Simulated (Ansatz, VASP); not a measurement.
**One calculation of ZnSe, two programs**

Contents of INCAR:

```
SYSTEM = ZnSe
PREC = Accurate ; ENCUT = 500
EDIFF = 1E-6 ; ISMEAR = 0
SIGMA = 0.01 ; LREAL = .False.
LASPH = .True. ; NELM = 120
ALGO = Normal ; ISIF = 2
LWAVE = .False. ; LCHARG = .False.
GGA = PS ; NBANDS = 26
GGA_COMPAT = .False.
```

KPOINTS

```
regular mesh
0
Gamma
  6 6 4
  0 0 0
```

The input POSCAR:

```
ZnSe
1.0
    4.1077020000      0.0000000000      0.0000000000
    0.0000000000      4.1077020000      0.0000000000
    0.0000000000      0.0000000000      6.0703500000
Zn Se
2 2
Direct
    1.0000000000      0.0000000000      0.0000000000
    0.5000000000      0.5000000000      0.0000000000
    1.0000000000      0.5000000000      0.2462800000
    0.5000000000      0.0000000000      0.7537200000
```

Input for Ansatz:

```yaml
crystal:
  lattice:
    a: 4.107702
    b: 4.107702
    c: 6.07035
    alpha: 90.0
    beta: 90.0
    gamma: 90.0
  space_group: 129
  setting:
    hermann_mauguin: P4/nmm
    origin_choice: 1
  atoms:
    - { symbol: Zn, position: [0.0, 0.0, 0.0] }
    - { symbol: Se, position: [0.0, 0.5, 0.24628] }
basis:
  ecutwfc: 550.0
kpoints:
  mp_grid:
    grid: [6, 6, 4]
hamiltonian:
  xc: pbesol
scf:
  occupations:
    method: fixed
output:
  eigenvalues: true
```

Alike in both runs: task single point; functional PBEsol; k mesh 6 × 6 × 4; no spin polarisation.

|  | VASP | Ansatz |
| --- | --- | --- |
| version | VASP 6.6.1 | Ansatz 0.2.0 |
| potentials or method | VASP PAW PBE potentials, release 64 (Zn, Se), cutoff 500 eV | plane waves, PAW |
| occupations | gaussian, width 0.01 eV | fixed |
| valence electrons in the cell | 36 | 56 |

```tsv
	VASP	Ansatz	Ansatz less VASP
gap on the k mesh at the Fermi level (eV)	1.85	1.86	+0.001
```

VASP's potentials were made for PBE, not for PBEsol. VASP's potentials hold 36 valence electrons a cell and Ansatz's 56, so a difference there can come from the potentials and not from the codes.
